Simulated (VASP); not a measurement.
Wanted: the native input for a VASP 6.6.1 run.

- Task: relaxation of cell and atoms
- Functional: PBE
- Potentials or basis: VASP PAW PBE potentials, release 64 (Cd, Se)
- Cutoff: 600 eV
- k mesh: 6 × 6 × 6
- Occupations: fermi-dirac, width 0.02 eV
- Spin: no spin polarisation
- Dipole correction: no
- Further INCAR settings: ALGO = Normal; EDIFF = 1e-06; IBRION = 2; EDIFFG = -0.005; NSW = 80; ISIF = 3

The structure of CdSe lies in POSCAR:

```
CdSe
1.0
    0.0000000000      2.9590355997      2.9590355997
    2.9590355997      0.0000000000      2.9590355997
    2.9590355997      2.9590355997      0.0000000000
Cd Se
1 1
Direct
    0.0000000000      0.0000000000      0.0000000000
    0.2500000000      0.2500000000      0.2500000000
```

The input as run:

INCAR

```
SYSTEM = CdSe
  ALGO = Normal
  EDIFF = 1E-6
  EDIFFG = -0.005
  ENCUT = 600
  GGA = PE
  IBRION = 2
  ISIF = 3
  ISMEAR = -1
  LASPH = .True.
  LCHARG = .False.
  LREAL = .False.
  LWAVE = .False.
  NELM = 60
  NSW = 80
  PREC = Accurate
  SIGMA = 0.02
```

KPOINTS

```
k-points
0
Gamma
  6 6 6
  0 0 0
```

Potentials or basis: VASP PAW PBE potentials, release 64 (Cd, Se).

Command:

```sh
$ cat potpaw_PBE.64/Cd/POTCAR potpaw_PBE.64/Se/POTCAR > POTCAR
$ mpirun -np 1 vasp_std > vasp.out
```

It gave:

- Relaxed volume: 29.89 Å³/atom
- Relaxed cell: a = 4.389 Å, b = 4.389 Å, c = 4.389 Å, α = 60.00°, β = 60.00°, γ = 60.00°
- Space group after relaxing (to 0.05 Å): F-43m (No. 216)
- Energy gained by relaxing: 96.9 meV/atom
- Ionic steps: 5
- Pressure after relaxing: 0.0 GPa
- Band gap on the k mesh: 0.48 eV, direct

Caveat: the volume moved by over 15 % at a fixed basis, so the end points are rough.

It took 33 s on 1 thread of Intel(R) Xeon(R) 6975P-C (Granite Rapids), on a shared host, peak memory 0.21 GiB.
